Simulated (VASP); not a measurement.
# MnHg (Pm-3m) in VASP: settings compared

MnHg is run at these levels: PBE, PBEsol; tasks: single point.

Program: VASP 6.6.1. These are calculated values, not measurements. Logs are shortened: lines on timing, memory, paths and dates and some standing lists are left out, and cuts for length are marked.

**1. The cell of the first run**

Symmetry: Pm-3m, No. 221, cubic system. Conventional cell: a = 3.315 Å, b = 3.315 Å, c = 3.315 Å, α = 90.00°, β = 90.00°, γ = 90.00°. Within 3.8 Å of Mn (site symmetry m-3m) lie 8 Hg at 2.87 Å and 6 Mn at 3.31 to 3.32 Å. Hg (site symmetry m-3m) has 8 Mn at 2.87 Å and 6 Hg at 3.31 Å within 3.8 Å.

**2. Single point, PBE, collinear spin, ferromagnetic start**

The input, INCAR:

```
SYSTEM = MnHg
ALGO = Normal
EDIFF = 1E-6
ENCUT = 520
GGA = PE
ISIF = 2
ISMEAR = 0
ISPIN = 2
LASPH = .TRUE.
LCHARG = .TRUE.
LELF = .TRUE.
LMAXMIX = 4
LORBIT = 11
LREAL = .FALSE.
LVHAR = .TRUE.
LWAVE = .FALSE.
MAGMOM = 4.13 0
NBANDS = 24
NELM = 150
PREC = Accurate
SIGMA = 0.1
```

The input, KPOINTS:

```
k-points
0
G
  2 2 2
  0 0 0
```

The input, POSCAR:

```
MnHg
1.0
    3.3150000000      0.0000000000      0.0000000000
    0.0000000000      3.3150000000      0.0000000000
    0.0000000000      0.0000000000      3.3150000000
Mn Hg
1 1
Direct
    0.5000000000      0.5000000000      0.5000000000
    0.0000000000      0.0000000000      0.0000000000
```

Potentials or basis: VASP PAW PBE potentials, release 64 (Mn_pv, Hg).

Run with:

```
> cat potpaw_PBE.64/Mn_pv/POTCAR potpaw_PBE.64/Hg/POTCAR > POTCAR
> mpirun -np 1 vasp_std > vasp.out
```

OUTCAR:

```text
SYSTEM = MnHg
   EDIFF = 1E-6
   ENCUT = 520
   GGA = PE
   ISIF = 2
   ISMEAR = 0
   ISPIN = 2
   LASPH = .TRUE.
   LORBIT = 11
   LREAL = .FALSE.
   NELM = 150
   PREC = Accurate

 ion  position               nearest neighbor table
   1  0.500  0.500  0.500-   2 2.87   2 2.87   2 2.87   2 2.87   2 2.87   2 2.87   2 2.87   2 2.87

   2  0.000  0.000  0.000-   1 2.87   1 2.87   1 2.87   1 2.87   1 2.87   1 2.87   1 2.87   1 2.87

  LATTYP: Found a simple cubic cell.
 ALAT       =     3.3150000000

  Lattice vectors:

 A1 = (   3.3150000000,   0.0000000000,   0.0000000000)
 A2 = (   0.0000000000,   3.3150000000,   0.0000000000)
 A3 = (   0.0000000000,   0.0000000000,   3.3150000000)

Analysis of symmetry for initial positions (statically):
=====================================================================
 Subroutine PRICEL returns:
 Original cell was already a primitive cell.

 Routine SETGRP: Setting up the symmetry group for a
 simple cubic supercell.

 Subroutine GETGRP returns: Found 48 space group operations
 (whereof 48 operations were pure point group operations)
 out of a pool of 48 trial point group operations.

The static configuration has the point symmetry O_h .

Analysis of symmetry for dynamics (positions and initial velocities):
=====================================================================
 Subroutine PRICEL returns:
 Original cell was already a primitive cell.

 Routine SETGRP: Setting up the symmetry group for a
 simple cubic supercell.

 Subroutine GETGRP returns: Found 48 space group operations
 (whereof 48 operations were pure point group operations)
 out of a pool of 48 trial point group operations.

The dynamic configuration has the point symmetry O_h .

Analysis of structural, dynamic, and magnetic symmetry:
=====================================================================
 Subroutine PRICEL returns:
 Original cell was already a primitive cell.

 Routine SETGRP: Setting up the symmetry group for a
 simple cubic supercell.

 Subroutine GETGRP returns: Found 48 space group operations
 (whereof 48 operations were pure point group operations)
 out of a pool of 48 trial point group operations.

The overall configuration has the point symmetry O_h .

 Subroutine INISYM returns: Found 48 space group operations
 (whereof 48 operations are pure point group operations),
 and found     1 'primitive' translations

----------------------------------------------------------------------------------------

                                     Primitive cell

  volume of cell :      36.4293

  direct lattice vectors                    reciprocal lattice vectors
     3.315000000  0.000000000  0.000000000     0.301659125  0.000000000  0.000000000
     0.000000000  3.315000000  0.000000000     0.000000000  0.301659125  0.000000000
     0.000000000  0.000000000  3.315000000     0.000000000  0.000000000  0.301659125

  length of vectors
     3.315000000  3.315000000  3.315000000     0.301659125  0.301659125  0.301659125

  position of ions in fractional coordinates (direct lattice)
     0.500000000  0.500000000  0.500000000
     0.000000000  0.000000000  0.000000000

  ion indices of the primitive-cell ions
   primitive index   ion index
                 1           1
                 2           2

----------------------------------------------------------------------------------------

 KPOINTS: k-points

Automatic generation of k-mesh.
 Grid dimensions read from file:
 generate k-points for:    2    2    2

 Generating k-lattice:

  Cartesian coordinates                     Fractional coordinates (reciprocal lattice)
     0.150829563  0.000000000  0.000000000     0.500000000  0.000000000  0.000000000
     0.000000000  0.150829563  0.000000000     0.000000000  0.500000000  0.000000000
     0.000000000  0.000000000  0.150829563     0.000000000  0.000000000  0.500000000

  Length of vectors
     0.150829563  0.150829563  0.150829563

  Shift w.r.t. Gamma in fractional coordinates (k-lattice)
     0.000000000  0.000000000  0.000000000

 Subroutine IBZKPT returns following result:
 ===========================================

 Found      4 irreducible k-points:

 Following reciprocal coordinates:
            Coordinates               Weight
  0.000000  0.000000  0.000000      1.000000
  0.500000  0.000000  0.000000      3.000000
  0.500000  0.500000  0.000000      3.000000
  0.500000  0.500000  0.500000      1.000000
   k-points           NKPTS =      4   k-points in BZ     NKDIM =      4   number of bands    NBANDS=     24
   number of dos      NEDOS =    301   number of ions     NIONS =      2
   total plane-waves  NPLWV =  21952
   dimension x,y,z NGX =    28 NGY =   28 NGZ =   28
   dimension x,y,z NGXF=    56 NGYF=   56 NGZF=   56
   ions per type =               1   1
   NGX,Y,Z   is equivalent  to a cutoff of  14.04, 14.04, 14.04 a.u.
   NGXF,Y,Z  is equivalent  to a cutoff of  28.08, 28.08, 28.08 a.u.
 SYSTEM =  MnHg
   PREC   = accura    normal or accurate (medium, high low for compatibility)
   ISTART =      0    job   : 0-new  1-cont  2-samecut
   ICHARG =      2    charge: 1-file 2-atom 10-const
   ISPIN  =      2    spin polarized calculation?
   LNONCOLLINEAR =      F non collinear calculations
   LSORBIT =      F    spin-orbit coupling
   LASPH  =      T    aspherical Exc in radial PAW
   ENCUT  =  520.0 eV  38.22 Ry    6.18 a.u.   6.16  6.16  6.16*2*pi/ulx,y,z
   NELM   =    150;   NELMIN=  2; NELMDL= -5     # of ELM steps
   EDIFF  = 0.1E-05   stopping-criterion for ELM
   LREAL  =      F    real-space projection
   EDIFFG = 0.1E-04   stopping-criterion for IOM
   NSW    =      0    number of steps for IOM
   IBRION =     -1    ionic relax: 0-MD 1-quasi-New 2-CG
   NFREE  =      0    steps in history (QN), initial steepest desc. (CG)
   ISIF   =      2    stress and relaxation
   ISYM   =      2    0-nonsym 1-usesym 2-fastsym
   POTIM  = 0.5000    time-step for ionic-motion
   TEBEG  =    0.0;   TEEND  =   0.0 temperature during run
   PSTRESS=    0.0 pullay stress
   NELECT =      25.0000    total number of electrons
   NUPDOWN=      -1.0000    fix difference up-down
   EMIN   =  10.00;   EMAX   =-10.00  energy-range for DOS
   EFERMI =   0.00;   METHOD = LEGACY
   ISMEAR =     0;   SIGMA  =   0.10  broadening in eV -4-tet -1-fermi 0-gaus
   EFERMI_NEDOS =   21; number of points for ismear=-14 and -15
   IALGO  =     38    algorithm
   IMIX   =      4    mixing-type and parameters
     AMIX     =   0.40;   BMIX     =  1.00
     AMIX_MAG =   1.60;   BMIX_MAG =  1.00
  volume/ion in A,a.u.               =      18.21       122.92
  Fermi-wavevector in a.u.,A,eV,Ry     =   1.444014  2.728790 28.370534  2.085175
  Thomas-Fermi vector in A             =   2.562356
   LORBIT       =     11    0 simple, 1 ext, 2 COOP (PROOUT), +10 PAW based schemes
   GGA     = PE    functional components
   LHFCALC =     F    Hartree Fock is set to
   AEXX    =    0.0000 exact exchange contribution
   IVDW    =     0    specifies the selected vdW correction
   LEPSILON=     F    determine dielectric tensor
   LRPA    =     F    only Hartree local field effects (RPA)
 spin polarized calculation
 Gauss-broadening in eV      SIGMA  =   0.10
  energy-cutoff  :      520.00
  volume of cell :       36.43
 maximum number of plane-waves:       992
 NGX is ok and might be reduce to    28
   NGX = 13   NGY = 13   NGZ = 13

 number of electron      25.0000011 magnetization       4.2500144

 Free energy of the ion-electron system (eV)
  ---------------------------------------------------
  ext. energy  EPLUGINS =         0.00000000
  ---------------------------------------------------
  free energy    TOTEN  =        -8.62030556 eV

  energy without entropy =       -8.62030556  energy(sigma->0) =       -8.62030556

 E-fermi :   4.5800     XC(G=0): -11.7323

 val. band max:        4.1274349977   @ k =   0.5000   0.5000   0.0000
 cond. band min:       5.0635417357   @ k =   0.5000   0.0000   0.0000
 fundamental gap:      0.9361067381
 Fermi energy:         4.5800035727

 spin component 1

 k-point     1 :       0.0000    0.0000    0.0000
  band No.  band energies     occupation
      1     -45.8449      1.00000
      2     -45.8449      1.00000
      3     -45.8449      1.00000
      4      -4.1353      1.00000
      5      -2.6681      1.00000
      6      -2.6681      1.00000
[... 16 lines left out ...]
     23      22.5583      0.00000
     24      26.1968      0.00000

 k-point     2 :       0.5000    0.0000    0.0000
  band No.  band energies     occupation
      1     -45.8600      1.00000
      2     -45.8439      1.00000
      3     -45.8439      1.00000
      4      -2.5363      1.00000
      5      -2.3241      1.00000
      6      -1.8246      1.00000
[... 16 lines left out ...]
     23      19.1450      0.00000
     24      28.3997      0.00000

 k-point     3 :       0.5000    0.5000    0.0000
  band No.  band energies     occupation
      1     -45.8583      1.00000
      2     -45.8583      1.00000
      3     -45.8427      1.00000
      4      -2.9345      1.00000
      5      -2.4814      1.00000
      6      -2.0300      1.00000
[... 16 lines left out ...]
     23      22.6151      0.00000
     24      22.9398      0.00000

 k-point     4 :       0.5000    0.5000    0.5000
  band No.  band energies     occupation
      1     -45.8574      1.00000
      2     -45.8574      1.00000
      3     -45.8574      1.00000
      4      -2.4963      1.00000
      5      -2.4963      1.00000
      6      -2.4963      1.00000
[... 16 lines left out ...]
     23      32.5366      0.00000
     24      32.5568      0.00000
 Fermi energy:         4.5800035727

 spin component 2

 k-point     1 :       0.0000    0.0000    0.0000
  band No.  band energies     occupation
      1     -41.4048      1.00000
      2     -41.4048      1.00000
      3     -41.4048      1.00000
      4      -3.8634      1.00000
      5      -2.6269      1.00000
      6      -2.6269      1.00000
[... 16 lines left out ...]
     23      22.6277      0.00000
     24      27.2815      0.00000

 k-point     2 :       0.5000    0.0000    0.0000
  band No.  band energies     occupation
      1     -41.4240      1.00000
      2     -41.4036      1.00000
      3     -41.4036      1.00000
      4      -2.5512      1.00000
      5      -2.3988      1.00000
      6      -1.8274      1.00000
[... 16 lines left out ...]
     23      19.0545      0.00000
     24      28.4159      0.00000

 k-point     3 :       0.5000    0.5000    0.0000
  band No.  band energies     occupation
      1     -41.4217      1.00000
      2     -41.4217      1.00000
      3     -41.4020      1.00000
      4      -2.7780      1.00000
      5      -2.4145      1.00000
      6      -1.9020      1.00000
[... 16 lines left out ...]
     23      23.2530      0.00000
     24      23.6027      0.00000

 k-point     4 :       0.5000    0.5000    0.5000
  band No.  band energies     occupation
      1     -41.4204      1.00000
      2     -41.4204      1.00000
      3     -41.4204      1.00000
      4      -2.4644      1.00000
      5      -2.4644      1.00000
      6      -2.4644      1.00000
[... 16 lines left out ...]
     23      32.4806      0.00000
     24      32.5094      0.00000

------------------------ aborting loop because EDIFF is reached ----------------------------------------

  FORCE on cell =-STRESS in cart. coord.  units (eV):
  Direction    XX          YY          ZZ          XY          YZ          ZX
  --------------------------------------------------------------------------------------
  -------------------------------------------------------------------------------------
  Total       -0.4231429     -0.4231429     -0.4231429      0.0000000      0.0000000      0.0000000
  in kB      -18.6100308    -18.6100308    -18.6100308      0.0000000      0.0000000      0.0000000
  external PRESSURE =     -18.6100308 kB  Pullay stress =       0.0000000 kB

 VOLUME and BASIS-vectors are now :
 -----------------------------------------------------------------------------
  energy-cutoff  :      520.00
  volume of cell :       36.43
      direct lattice vectors                 reciprocal lattice vectors
     3.315000000  0.000000000  0.000000000     0.301659125  0.000000000  0.000000000
     0.000000000  3.315000000  0.000000000     0.000000000  0.301659125  0.000000000
     0.000000000  0.000000000  3.315000000     0.000000000  0.000000000  0.301659125

 POSITION                                       TOTAL-FORCE (eV/Angst)
 -----------------------------------------------------------------------------------
      1.65750      1.65750      1.65750         0.000000      0.000000      0.000000
      0.00000      0.00000      0.00000         0.000000      0.000000      0.000000
 -----------------------------------------------------------------------------------
    total drift:                                0.000000      0.000000      0.000000

  FREE ENERGIE OF THE ION-ELECTRON SYSTEM (eV)
  ---------------------------------------------------
  free  energy   TOTEN  =        -8.6203055636 eV

  energy  without entropy=       -8.6203055636  energy(sigma->0) =       -8.62030556

 total charge

# of ion       s       p       d       tot
------------------------------------------
    1        0.231   6.257   4.787  11.275
    2        0.711   0.632   9.234  10.577
--------------------------------------------------
tot          0.942   6.888  14.021  21.851

 magnetization (x)

# of ion       s       p       d       tot
------------------------------------------
    1        0.033   0.034   4.086   4.154
    2       -0.092  -0.043   0.048  -0.087
--------------------------------------------------
tot         -0.058  -0.009   4.134   4.066
```

Wall time 24 s (1 thread of AMD EPYC 7R13, shared host); peak memory 0.14 GiB.

What came out:

| Property | Result |
| --- | --- |
| Free energy | -8.6203 eV |
| Pressure | -1.9 GPa |
| Net moment | 4.25 μB per cell |
| Site moments | Mn +4.15; Hg -0.09 μB |
| Valence electrons inside the program's atomic spheres | Mn 11.28; Hg 10.58 |

Levels at points of the mesh, in eV from the Fermi level:
Spin up:
```
           k point  band 10  band 11  band 12  band 13  band 14  band 15  band 16  band 17  band 18  band 19
(0.00, 0.00, 0.00)    -2.91    -2.91    -2.10    -2.10    -2.10     5.76     5.76     5.76     9.37    11.85
(0.50, 0.00, 0.00)    -3.99    -3.30    -2.75    -2.75    -2.34    -1.55    10.89    10.89    11.40    11.89
(0.50, 0.50, 0.00)    -2.72    -2.18    -2.08    -2.08    -0.76    -0.76     1.08     3.52    12.68    12.70
(0.50, 0.50, 0.50)    -3.52    -3.52    -2.16    -2.16     1.52     4.82     4.82     4.82     5.10     5.61
```
Spin down:
| k point | band 7 | band 8 | band 9 | band 10 | band 11 | band 12 | band 13 | band 14 |
| --- | --- | --- | --- | --- | --- | --- | --- | --- |
| (0.00, 0.00, 0.00) | -6.05 | -6.05 | -6.05 | 0.83 | 0.83 | 1.74 | 1.74 | 1.74 |
| (0.50, 0.00, 0.00) | -6.41 | -5.94 | -3.98 | -3.52 | 0.48 | 0.80 | 0.80 | 1.56 |
| (0.50, 0.50, 0.00) | -6.48 | -5.47 | -2.60 | -0.45 | -0.45 | 1.03 | 1.61 | 1.61 |
| (0.50, 0.50, 0.50) | -5.45 | -5.45 | -0.92 | -0.92 | -0.92 | 1.36 | 2.26 | 2.26 |

Caveat: the k points lie up to 0.95 Å⁻¹ apart; spin-orbit coupling is left out, which moves the levels of the heavy elements.

**3. Single point, PBEsol, collinear spin, ferromagnetic start**

The input, INCAR:

```
SYSTEM = MnHg
PREC = Accurate
ENCUT = 520
EDIFF = 1E-6
ISMEAR = 0
SIGMA = 0.1
LREAL = .FALSE.
LASPH = .TRUE.
NELM = 150
ALGO = Normal
ISIF = 2
LWAVE = .FALSE.
LCHARG = .FALSE.
ISPIN = 2
MAGMOM = 0.5 0
LORBIT = 11
LMAXMIX = 4
GGA = PS
ISYM = 0
NBANDS = 24
```

The input, KPOINTS:

```
regular mesh
0
G
  3 2 1
  0 0 0
```

POSCAR is that of step 2.

Potentials or basis: VASP PAW PBE potentials, release 64 (Mn_pv, Hg).

Run with:

```
> cat potpaw_PBE.64/Mn_pv/POTCAR potpaw_PBE.64/Hg/POTCAR > POTCAR
> mpirun -np 1 vasp_std > vasp.out
```

Run time: 44 s. Hardware: 1 thread of AMD EPYC 7R13, shared host; peak memory 0.14 GiB.

The run converged. Its results:

| Quantity | Value |
| --- | --- |
| Free energy | -12.3975 eV |
| Pressure | -5.6 GPa |
| Net moment | 4.67 μB per cell |
| Site moments | Mn +4.33; Hg +0.03 μB |
| Valence electrons inside the program's atomic spheres | Mn 11.35; Hg 10.62 |

Stress tensor (GPa, compression positive):
```
 23.71   0.00   0.00
  0.00  18.24   0.00
  0.00   0.00 -58.66
```

Levels at points of the mesh, in eV from the Fermi level:
Spin up:
```tsv
k point	band 12	band 13	band 14	band 15	band 16	band 17	band 18	band 19
(0.00, 0.00, 0.00)	-2.50	-2.46	-2.26	4.95	4.96	4.97	8.68	11.19
(0.00, 0.50, 0.00)	-3.19	-2.97	-2.70	-1.84	10.08	10.13	10.66	11.21
```
Spin down:
| k point | band 8 | band 9 | band 10 | band 11 | band 12 | band 13 |
| --- | --- | --- | --- | --- | --- | --- |
| (0.00, 0.00, 0.00) | -6.52 | -6.46 | 0.36 | 0.52 | 1.62 | 1.74 |
| (0.00, 0.50, 0.00) | -6.45 | -4.46 | -4.06 | 0.04 | 0.59 | 0.70 |

Caveat: the k points lie up to 1.90 Å⁻¹ apart; the PAW data sets were made with another functional, which shifts forces and pressure a little; spin-orbit coupling is left out, which moves the levels of the heavy elements.

**4. Single point, PBE, collinear spin, ferromagnetic start**

The input, INCAR:

```
SYSTEM = MnHg
PREC     = Accurate       ! precision mode
ENCUT    = 520            ! plane-wave cutoff, eV
EDIFF    = 1E-6           ! SCF threshold, eV
ISMEAR   = 0              ! smearing method
SIGMA    = 0.1            ! smearing width, eV
LREAL    = .FALSE.        ! projectors in reciprocal space
LASPH    = .TRUE.         ! aspherical terms in the spheres
NELM     = 150            ! most SCF steps
ALGO     = Normal         ! electronic algorithm
ISIF     = 2              ! what is computed and relaxed
LWAVE    = .FALSE.        ! write WAVECAR
LCHARG   = .TRUE.         ! write CHGCAR
ISPIN    = 2              ! spin polarisation
MAGMOM   = 4 0            ! initial moments
LORBIT   = 11             ! projections on sites
LMAXMIX  = 4              ! l up to which the mixer works
GGA      = PE             ! functional
LELF     = .TRUE.         ! ELF
LVHAR    = .TRUE.       
NBANDS   = 24             ! bands
```

The input, KPOINTS:

```
Automatic mesh
0
G
  4 4 4
  0 0 0
```

POSCAR is that of step 3.

Run with:

```
> cat potpaw_PBE.64/Mn_pv/POTCAR potpaw_PBE.64/Hg/POTCAR > POTCAR
> mpirun -np 1 vasp_std > vasp.out
```

Wall time 33 s (1 thread of AMD EPYC 7R13, shared host); peak memory 0.15 GiB.

The run converged. Its results:

| Item | Value |
| --- | --- |
| Free energy | -8.5063 eV |
| Pressure | -0.6 GPa |
| Net moment | 3.72 μB per cell |
| Site moments | Mn +3.70; Hg -0.08 μB |
| Valence electrons inside the program's atomic spheres | Mn 11.42; Hg 10.58 |

Levels at points of the mesh, in eV from the Fermi level:
Spin up:
```tsv
k point	band 11	band 12	band 13	band 14	band 15	band 16	band 17	band 18
(0.00, 0.00, 0.00)	-2.73	-1.86	-1.86	-1.86	4.95	4.95	4.95	8.64
(0.50, 0.00, 0.00)	-3.08	-2.57	-2.57	-2.07	-1.37	10.11	10.11	10.64
(0.50, 0.50, 0.00)	-1.89	-1.89	-1.79	-1.60	-1.60	0.75	2.97	11.85
(0.50, 0.50, 0.50)	-3.56	-1.77	-1.77	0.46	4.21	4.21	4.21	4.60
```
Spin down:
```
           k point  band 8  band 9  band 10  band 11  band 12  band 13  band 14  band 15
(0.00, 0.00, 0.00)   -7.08   -7.08     0.38     0.38     1.58     1.58     1.58     5.26
(0.50, 0.00, 0.00)   -6.98   -5.01    -4.44     0.03     0.52     0.52     1.39     2.11
(0.50, 0.50, 0.00)   -6.54   -3.50    -1.42    -1.42     0.54     1.40     1.40     1.96
(0.50, 0.50, 0.50)   -6.51   -1.52    -1.52    -1.52     0.30     1.99     1.99     5.57
```

Caveat: the k points lie up to 0.47 Å⁻¹ apart; spin-orbit coupling is left out, which moves the levels of the heavy elements.

**5. The runs side by side**

| level | k mesh | gap on the mesh (eV) | pressure (GPa) | moment (μB) |
| --- | --- | --- | --- | --- |
| PBE | 2 × 2 × 2 | none | -1.9 | 4.25 |
| PBEsol | 3 × 2 × 1 | none | -5.6 | 4.67 |
| PBE | 4 × 4 × 4 | none | -0.6 | 3.72 |

Alike in all rows: task single point; potentials or basis VASP PAW PBE potentials, release 64 (Mn_pv, Hg); spin collinear, ferromagnetic start; cell as given; cutoff (eV) 520; smearing gaussian 0.1 eV.

Caveats: all runs use coarse meshes; spin-orbit coupling is left out, which moves the levels of the heavy elements; the PAW data sets were made with another functional, which shifts forces and pressure a little (at least some runs).

Total energies depend on the potentials used, so only differences within one code and one set of settings carry meaning.
